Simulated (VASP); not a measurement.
# MgO (Pm-3m) in VASP: G0W0 quasiparticle levels with PBE

Aim: the G0W0 quasiparticle levels of MgO with PBE.

Program: VASP 6.6.1. These are calculated values, not measurements. Logs are shortened: lines on timing, memory, paths and dates and some standing lists are left out, and cuts for length are marked.

### 1 The cell of the first run

Symmetry: Pm-3m, No. 221, cubic system. The conventional cell has a = 2.623 Å, b = 2.623 Å, c = 2.623 Å, α = 90.00°, β = 90.00°, γ = 90.00°. Mg (site symmetry m-3m) has 8 O at 2.27 Å and 6 Mg at 2.62 Å within 3.0 Å. Within 3.0 Å of O (site symmetry m-3m) lie 8 Mg at 2.27 Å and 6 O at 2.62 Å.

### 2 G0W0 quasiparticle levels, PBE

Input file POSCAR:

```
MgO
1.0
    2.6233491265      0.0000000000      0.0000000000
    0.0000000000      2.6233491265      0.0000000000
    0.0000000000      0.0000000000      2.6233491265
Mg O
1 1
Direct
    0.0000000000      0.0000000000      0.0000000000
    0.5000000000      0.5000000000      0.5000000000
```

Input file INCAR.step1:

```
SYSTEM = MgO
  PREC = Accurate
  ENCUT = 500
  EDIFF = 1E-8
  ISMEAR = 0
  SIGMA = 0.01
  LREAL = .FALSE.
  LASPH = .TRUE.
  NELM = 100
  ALGO = Normal
  LWAVE = .TRUE.
  LCHARG = .FALSE.
  GGA = PE
```

Input file INCAR.step2:

```
SYSTEM = MgO
  PREC = Accurate
  ENCUT = 500
  EDIFF = 1E-8
  ISMEAR = 0
  SIGMA = 0.01
  LREAL = .FALSE.
  LASPH = .TRUE.
  NELM = 1
  ALGO = Exact
  LWAVE = .TRUE.
  LCHARG = .FALSE.
  GGA = PE
  NBANDS = 44
  LOPTICS = .TRUE.
  ISTART = 1
```

Input file INCAR.step3:

```
SYSTEM = MgO
  PREC = Accurate
  ENCUT = 500
  EDIFF = 1E-8
  ISMEAR = 0
  SIGMA = 0.01
  LREAL = .FALSE.
  LASPH = .TRUE.
  ALGO = EVGW0
  LWAVE = .FALSE.
  LCHARG = .FALSE.
  GGA = PE
  NELMGW = 1
  NBANDS = 44
  ENCUTGW = 100.0
  NOMEGA = 48
  PRECFOCK = Fast
  ISTART = 1
  NBANDSGW = 12
```

Input file KPOINTS:

```
regular mesh
0
G
  6 6 6
  0 0 0
```

Potentials or basis: VASP PAW PBE potentials, release 64 (Mg_GW, O_GW).

Run with:

```bash
> cat potpaw_PBE.64/Mg_GW/POTCAR potpaw_PBE.64/O_GW/POTCAR > POTCAR
> cp INCAR.step1 INCAR
> mpirun -np 1 vasp_std > vasp.out
> cp INCAR.step2 INCAR
> mpirun -np 1 vasp_std > vasp.out
> cp INCAR.step3 INCAR
> mpirun -np 1 vasp_std > vasp.out
```

OUTCAR:

```text
SYSTEM = MgO
   PREC = Accurate
   ENCUT = 500
   EDIFF = 1E-8
   ISMEAR = 0
   LREAL = .FALSE.
   LASPH = .TRUE.
   GGA = PE
   NELMGW = 1
   ENCUTGW = 100.0
   PRECFOCK = Fast
   ISTART = 1

 ion  position               nearest neighbor table
   1  0.000  0.000  0.000-
   2  0.500  0.500  0.500-

  LATTYP: Found a simple cubic cell.
 ALAT       =     2.6233491265

  Lattice vectors:

 A1 = (   2.6233491265,   0.0000000000,   0.0000000000)
 A2 = (   0.0000000000,   2.6233491265,   0.0000000000)
 A3 = (   0.0000000000,   0.0000000000,   2.6233491265)

Analysis of symmetry for initial positions (statically):
=====================================================================
 Subroutine PRICEL returns:
 Original cell was already a primitive cell.

 Routine SETGRP: Setting up the symmetry group for a
 simple cubic supercell.

 Subroutine GETGRP returns: Found 48 space group operations
 (whereof 48 operations were pure point group operations)
 out of a pool of 48 trial point group operations.

The static configuration has the point symmetry O_h .

Analysis of symmetry for dynamics (positions and initial velocities):
=====================================================================
 Subroutine PRICEL returns:
 Original cell was already a primitive cell.

 Routine SETGRP: Setting up the symmetry group for a
 simple cubic supercell.

 Subroutine GETGRP returns: Found 48 space group operations
 (whereof 48 operations were pure point group operations)
 out of a pool of 48 trial point group operations.

The dynamic configuration has the point symmetry O_h .

 Subroutine INISYM returns: Found 48 space group operations
 (whereof 48 operations are pure point group operations),
 and found     1 'primitive' translations

----------------------------------------------------------------------------------------

                                     Primitive cell

  volume of cell :      18.0538

  direct lattice vectors                    reciprocal lattice vectors
     2.623349126  0.000000000  0.000000000     0.381192114  0.000000000  0.000000000
     0.000000000  2.623349126  0.000000000     0.000000000  0.381192114  0.000000000
     0.000000000  0.000000000  2.623349126     0.000000000  0.000000000  0.381192114

  length of vectors
     2.623349126  2.623349126  2.623349126     0.381192114  0.381192114  0.381192114

  position of ions in fractional coordinates (direct lattice)
     0.000000000  0.000000000  0.000000000
     0.500000000  0.500000000  0.500000000

  ion indices of the primitive-cell ions
   primitive index   ion index
                 1           1
                 2           2

----------------------------------------------------------------------------------------

 KPOINTS: regular mesh

Automatic generation of k-mesh.
 Grid dimensions read from file:
 generate k-points for:    6    6    6

 Generating k-lattice:

  Cartesian coordinates                     Fractional coordinates (reciprocal lattice)
     0.063532019  0.000000000  0.000000000     0.166666667  0.000000000  0.000000000
     0.000000000  0.063532019  0.000000000     0.000000000  0.166666667  0.000000000
     0.000000000  0.000000000  0.063532019     0.000000000  0.000000000  0.166666667

  Length of vectors
     0.063532019  0.063532019  0.063532019

  Shift w.r.t. Gamma in fractional coordinates (k-lattice)
     0.000000000  0.000000000  0.000000000

 Subroutine IBZKPT returns following result:
 ===========================================

 Found     20 irreducible k-points:

 Following reciprocal coordinates:
            Coordinates               Weight
  0.000000  0.000000  0.000000      1.000000
  0.166667  0.000000  0.000000      6.000000
  0.333333  0.000000  0.000000      6.000000
  0.500000  0.000000  0.000000      3.000000
  0.166667  0.166667  0.000000     12.000000
  0.333333  0.166667  0.000000     24.000000
[... 12 lines left out ...]
  0.500000  0.500000  0.333333      6.000000
  0.500000  0.500000  0.500000      1.000000
   k-points           NKPTS =     20   k-points in BZ     NKDIM =    216   number of bands    NBANDS=     44
   number of dos      NEDOS =    301   number of ions     NIONS =      2
   total plane-waves  NPLWV =   8000
   dimension x,y,z NGX =    20 NGY =   20 NGZ =   20
   dimension x,y,z NGXF=    40 NGYF=   40 NGZF=   40
   ions per type =               1   1
   NGX,Y,Z   is equivalent  to a cutoff of  12.67, 12.67, 12.67 a.u.
   NGXF,Y,Z  is equivalent  to a cutoff of  25.35, 25.35, 25.35 a.u.
 SYSTEM =  MgO
   PREC   = accura    normal or accurate (medium, high low for compatibility)
   ISTART =      1    job   : 0-new  1-cont  2-samecut
   ICHARG =      0    charge: 1-file 2-atom 10-const
   ISPIN  =      1    spin polarized calculation?
   LNONCOLLINEAR =      F non collinear calculations
   LSORBIT =      F    spin-orbit coupling
   LASPH  =      T    aspherical Exc in radial PAW
   ENCUT  =  500.0 eV  36.75 Ry    6.06 a.u.   4.78  4.78  4.78*2*pi/ulx,y,z
   NELM   =     60;   NELMIN=  2; NELMDL=  0     # of ELM steps
   EDIFF  = 0.1E-07   stopping-criterion for ELM
   LREAL  =      F    real-space projection
   EDIFFG = 0.1E-06   stopping-criterion for IOM
   NSW    =      0    number of steps for IOM
   IBRION =     -1    ionic relax: 0-MD 1-quasi-New 2-CG
   NFREE  =      0    steps in history (QN), initial steepest desc. (CG)
   ISIF   =      0    stress and relaxation
   ISYM   =      3    0-nonsym 1-usesym 2-fastsym
   POTIM  = 0.5000    time-step for ionic-motion
   TEBEG  =    0.0;   TEEND  =   0.0 temperature during run
   PSTRESS=    0.0 pullay stress
   NELECT =       8.0000    total number of electrons
   NUPDOWN=      -1.0000    fix difference up-down
   EMIN   =  10.00;   EMAX   =-10.00  energy-range for DOS
   EFERMI =   0.00;   METHOD = LEGACY
   ISMEAR =     0;   SIGMA  =   0.01  broadening in eV -4-tet -1-fermi 0-gaus
   EFERMI_NEDOS =   21; number of points for ismear=-14 and -15
   IALGO  =     38    algorithm
   IMIX   =      4    mixing-type and parameters
     AMIX     =   0.40;   BMIX     =  1.00
     AMIX_MAG =   1.60;   BMIX_MAG =  1.00
  volume/ion in A,a.u.               =       9.03        60.92
  Fermi-wavevector in a.u.,A,eV,Ry     =   1.248098  2.358563 21.194461  1.557749
  Thomas-Fermi vector in A             =   2.382200
   LORBIT       =      0    0 simple, 1 ext, 2 COOP (PROOUT), +10 PAW based schemes
   GGA     = PE    functional components
   LHFCALC =     T    Hartree Fock is set to
   PRECFOCK=fast      Normal, Fast or Accurate (Low or Medium for compatibility)
   ENCUT4O =  -1.0   cutoff for four orbital integrals eV
   NKREDX  =     1    reduce k-point grid by
   NKREDY  =     1    reduce k-point grid by
   NKREDZ  =     1    reduce k-point grid by
   AEXX    =    1.0000 exact exchange contribution
   HFSCREEN=    0.0000 screening length (either q_TF or 0.3 A-1)
   HFSCREENC=   0.0000 screening length for correlation (either q_TF or 0.3 A-1)
   ENCUTFOCK=  -1.0 apply spherical cutoff to Coloumb kernel
   IVDW    =     0    specifies the selected vdW correction
   LEPSILON=     F    determine dielectric tensor
   LRPA    =     F    only Hartree local field effects (RPA)
   LRPAFORCE           =     F    calculate RPA forces
   ENCUTGW             = 100.0    cutoff for response function in eV
   ENCUTGWSOFT         =  80.0    soft cutoff for Coulomb kernel in GW response function in eV
   ENCUTLF             =  -1.0    cutoff for local field effects
   NELMGW              =     1    number of iterations in solving QP/BSE equation
   NELMHF              =     1    number of iterations in the inner HF iteration
   NKREDLFX            =     1    NKREDLFY  =   1   NKREDLFZ  =   1
 non-spin polarized calculation
 Gauss-broadening in eV      SIGMA  =   0.01
  energy-cutoff  :      500.00
  volume of cell :       18.05
 maximum number of plane-waves:       480
 NGX is ok and might be reduce to    20
  NGX = 12; NGY = 12; NGZ = 12
   NGX =  9   NGY =  9   NGZ =  9
 maximum number of plane-waves:        48
 NGX is ok and might be reduce to    10

 QP shifts <psi_nk| G(iteration)W_0 |psi_nk>: iteration 1
 for sc-GW calculations column KS-energies equals QP-energies in previous step
 and V_xc(KS)=  KS-energies - (<T + V_ion + V_H > + <T+V_H+V_ion>^1  + <V_x>^1)

 k-point   1 :       0.0000    0.0000    0.0000
  band No.  KS-energies  QP-energies   sigma(KS)   V_xc(KS)     V^pw_x(r,r')   Z            occupation Imag(sigma)

      1     -13.4756     -15.2787     -20.5330     -17.8899     -29.6708       0.6822       2.0000       1.2463
      2       4.1011       3.2508     -20.3382     -19.2292     -24.5966       0.7667       2.0000       0.1376
      3       4.1011       3.2508     -20.3382     -19.2292     -24.5966       0.7667       2.0000       0.1376
      4       4.1011       3.2508     -20.3382     -19.2292     -24.5966       0.7667       2.0000       0.1376
      5       7.7376       8.8349     -10.9234     -12.2522      -7.7462       0.8258       0.0000      -0.0753
      6      15.5963      16.6391      -7.6899      -8.9616      -3.3018       0.8201       0.0000      -0.1215
      7      15.5963      16.6391      -7.6899      -8.9616      -3.3018       0.8201       0.0000      -0.1215
      8      25.4707      27.2015      -9.4255     -11.5933      -3.5858       0.7984       0.0000      -0.7783
      9      25.4707      27.2015      -9.4255     -11.5933      -3.5858       0.7984       0.0000      -0.7783
     10      25.4707      27.2015      -9.4255     -11.5933      -3.5858       0.7984       0.0000      -0.7783
     11      32.7805      34.4373      -7.7205      -9.7229      -2.5276       0.8275       0.0000      -0.7397
     12      32.7805      34.4373      -7.7205      -9.7229      -2.5276       0.8275       0.0000      -0.7397

 k-point   2 :       0.1667    0.0000    0.0000
  band No.  KS-energies  QP-energies   sigma(KS)   V_xc(KS)     V^pw_x(r,r')   Z            occupation Imag(sigma)
[... 289 lines left out ...]
      1     -10.4840     -12.2867     -23.0198     -20.5564     -31.8959       0.7318       2.0000       1.1166
      2       1.4473       0.2867     -18.7588     -17.2015     -23.3710       0.7453       2.0000       0.1906
      3       1.4473       0.2867     -18.7588     -17.2015     -23.3710       0.7453       2.0000       0.1906
      4       1.4473       0.2867     -18.7588     -17.2015     -23.3710       0.7453       2.0000       0.1906
      5      12.6478      13.7406      -7.5749      -8.9010      -3.4279       0.8240       0.0000      -0.1070
      6      12.6478      13.7406      -7.5749      -8.9010      -3.4279       0.8240       0.0000      -0.1070
      7      12.6478      13.7406      -7.5749      -8.9010      -3.4279       0.8240       0.0000      -0.1070
      8      21.5701      22.9029      -6.8853      -8.5534      -1.5789       0.7990       0.0000      -0.4597
      9      24.0922      25.9786     -12.1244     -14.5626      -6.2794       0.7737       0.0000      -0.5893
     10      24.0922      25.9786     -12.1244     -14.5626      -6.2794       0.7737       0.0000      -0.5893
     11      24.0922      25.9786     -12.1244     -14.5626      -6.2794       0.7737       0.0000      -0.5893
     12      41.8937      44.9995     -10.3265     -13.7506      -4.5937       0.9071       0.0000      -2.0326
```

Wall time 3.3 min (1 thread of Intel Xeon 8259CL, shared host); peak memory 0.24 GiB.

What came out:

```yaml
Band_gap_on_the_k_mesh_mean-field_level: 2.62 eV, indirect (least direct gap 3.64 eV)
Quasiparticle_gap: 4.42 eV
Least_direct_quasiparticle_gap: 5.58 eV
```

Levels at points of the mesh, in eV from the valence-band top:
```csv
k point,band 1,band 2,band 3,band 4,band 5,band 6,band 7,band 8
"(0.00, 0.00, 0.00)",-18.60,-1.02,-1.02,-1.02,2.62,10.47,10.47,20.35
"(0.50, 0.00, 0.00)",-17.35,-6.57,-0.57,-0.57,7.10,9.55,14.61,17.50
"(0.50, 0.50, 0.00)",-16.46,-4.76,-4.76,0.00,4.99,12.27,12.27,13.44
"(0.50, 0.50, 0.50)",-15.61,-3.67,-3.67,-3.67,7.53,7.53,7.53,16.45
```

Caveat: bands, screening cutoff and mesh are small and nothing is extrapolated, so the quasiparticle values aren't converged. A k mesh can miss the band edges.
